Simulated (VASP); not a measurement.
Here is a VASP 6.6.1 calculation.

INCAR

```
SYSTEM = Cu2H3
PREC = Accurate ; ENCUT = 600
EDIFF = 1E-6 ; ISMEAR = 0
SIGMA = 0.1 ; LREAL = .FALSE.
LASPH = .TRUE. ; NELM = 100
ALGO = Fast ; ISIF = 3
LWAVE = .FALSE. ; LCHARG = .FALSE.
GGA = PE ; IBRION = 2
NSW = 100 ; EDIFFG = -0.01
```

File KPOINTS:

```
regular mesh
0
G
  14 8 8
  0 0 0
```

The input POSCAR:

```
Cu2H3
1.0
    2.7719914269      0.0000000000      0.0000000000
    0.0000000000      4.8145334129      0.0000000000
    0.0000000000      0.0000000000      4.9632700273
Cu H
2 3
Direct
    0.5000000000      0.5000000000      0.5000000000
    0.5000000000      0.0000000000      0.5000000000
    0.0000000000      0.0000000000      0.5000000000
    0.5000000000      0.0000000000      0.0000000000
    0.0000000000      0.0000000000      0.0000000000
```

Potentials or basis: VASP PAW PBE potentials, release 64 (Cu, H).

The run is started by

```bash
$ cat potpaw_PBE.64/Cu/POTCAR potpaw_PBE.64/H/POTCAR > POTCAR
$ mpirun -np 1 vasp_std > vasp.out
```

Task: Predict the relaxed volume.

Result: 14.02 Å³/atom.

Task: What does it give for the band gap on the k mesh?

Result: Zero (an odd number of electrons rules out a gap without spin polarisation).

Task: What does it give for the relaxed cell?

Result: a = 2.761 Å, b = 4.833 Å, c = 5.253 Å, α = 90.00°, β = 90.00°, γ = 90.00°.

Task: What does it give for the space group after relaxing (to 0.1 Å)?

Result: Pmmm (No. 47).

Step by step:
| step | energy change (eV) | largest force (eV/Å) | pressure (GPa) | volume (Å³) |
| --- | --- | --- | --- | --- |
| 1 | 0.0000 | 0.0000 | 0.34 | 66.24 |
| 2 | -0.0008 | 0.0000 | 0.28 | 66.51 |
| 3 | -0.0026 | 0.0000 | 0.01 | 67.33 |
| 4 | -0.0034 | 0.0000 | -0.48 | 68.98 |
| 5 | -0.0040 | 0.0000 | -0.42 | 69.09 |
| 6 | -0.0053 | 0.0000 | -0.32 | 69.42 |
| 7 | -0.0063 | 0.0000 | -0.06 | 70.07 |
| 8 | -0.0067 | 0.0000 | -0.03 | 70.08 |
| 9 | -0.0070 | 0.0000 | 0.05 | 70.11 |
| 10 | -0.0070 | 0.0000 | 0.00 | 70.10 |

Caveat: an odd number of electrons without spin polarisation forces a metal; a magnetic or distorted state may lie lower.
